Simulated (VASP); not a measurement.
Here is a VASP 6.6.1 calculation.

Contents of INCAR:

```
PREC = Accurate
ENCUT = 600
EDIFF = 1E-6
ISMEAR = -1
SIGMA = 0.05
LREAL = F
LASPH = T
NELM = 120
ALGO = Normal
ISIF = 2
LWAVE = F
LCHARG = F
GGA = CA
NBANDS = 30
GGA_COMPAT = F
```

KPOINTS

```
Automatic mesh
0
Gamma
  8 8 8
```

File POSCAR:

```
Ni3Ge
1.0
    3.6662478053      0.0000000000      0.0000000000
    0.0000000000      3.6662478053      0.0000000000
    0.0000000000      0.0000000000      3.6662478053
Ni Ge
3 1
Direct
    0.5000000000      0.0000000000      0.5000000000
    0.0000000000      0.5000000000      0.5000000000
    0.5000000000      0.5000000000      0.0000000000
    0.0000000000      0.0000000000      0.0000000000
```

Potentials or basis: VASP PAW LDA potentials, release 64 (Ni, Ge_d).

Launch:

```bash
$ cat potpaw_LDA.64/Ni/POTCAR potpaw_LDA.64/Ge_d/POTCAR > POTCAR
$ mpirun -np 1 vasp_std > vasp.out
```

Question: Estimate the pressure.

Answer: -24.1 GPa.

Question: What does it give for the band gap on the k mesh?

Answer: Zero (bands 22 and 23 overlap by 0.19 eV).

Caveat: the cell stands under tension. Spin polarisation is off, so any magnetic state and its effect on volume and gap are missing.
